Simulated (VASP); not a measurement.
Input of a VASP 6.6.1 run:

File INCAR:

```
SYSTEM = WS2
ALGO = Normal
EDIFF = 1E-6
ENCUT = 520
GGA = CA
ISIF = 2
ISMEAR = 0
LASPH = .True.
LCHARG = .False.
LREAL = .False.
LWAVE = .False.
NBANDS = 35
NELM = 60
PREC = Accurate
SIGMA = 0.05
```

Contents of KPOINTS:

```
k-points
0
Gamma
  12 12 2
  0 0 0
```

Contents of POSCAR:

```
WS2
1.0
    3.3392185386      0.0000000000      0.0000000000
   -1.6696092693      2.8918480832      0.0000000000
    0.0000000000      0.0000000000     22.0992822105
W S
2 4
Direct
    0.3333333333      0.6666666667      0.6302757360
    0.6666666667      0.3333333333      0.3697242640
    0.3333333333      0.6666666667      0.3028928957
    0.6666666667      0.3333333333      0.5633280735
    0.3333333333      0.6666666667      0.4366719265
    0.6666666667      0.3333333333      0.6971071043
```

Potentials or basis: VASP PAW LDA potentials, release 64 (W_sv, S).

The run is started by

```sh
$ cat potpaw_LDA.64/W_sv/POTCAR potpaw_LDA.64/S/POTCAR > POTCAR
$ mpirun -np 1 vasp_std > vasp.out
```

Q: Predict the largest force.

A: 0.262 eV/Å.

Forces on the atoms (eV/Å):
```
W    0.000  0.000  0.015
W    0.000  0.000 -0.015
S    0.000  0.000 -0.262
S    0.000  0.000 -0.179
S    0.000  0.000  0.179
S    0.000  0.000  0.262
```
